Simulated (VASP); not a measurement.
Runs of VASP 6.6.1 on KCl. The structure is that of space group Fm-3m (No. 225), or close to it. The cells are those of the table. 

| level | cell | smearing | gap on the mesh (eV) | pressure (GPa) |
| --- | --- | --- | --- | --- |
| PBE | a = 4.256 Å, angles 60.0°, 2 atoms | fermi-dirac 0.02 eV | 5.69 | (a) |
| r2SCAN | a = 4.256 Å, angles 60.0°, 2 atoms | gaussian 0.01 eV | 6.35 | 3.6 |
| r2SCAN | a = 4.580 Å, angles 60.0°, 2 atoms | gaussian 0.01 eV | 5.54 | -1.4 |
| PBE | a = 4.580 Å, angles 60.0°, 2 atoms | fermi-dirac 0.02 eV | (b) | -0.6 |

Alike in all rows: task single point; potentials or basis VASP PAW PBE potentials, release 64 (K_sv, Cl); no spin polarisation; k mesh 8 × 8 × 8; cutoff (eV) 520.

Question: Fill in the values left out.

Answer: (a) 4.4; (b) 4.90.

Caveats: the cell stands under pressure (at least some runs); the PAW data sets were made with another functional, which shifts forces and pressure a little (at least some runs).

A k mesh can miss the band edges.
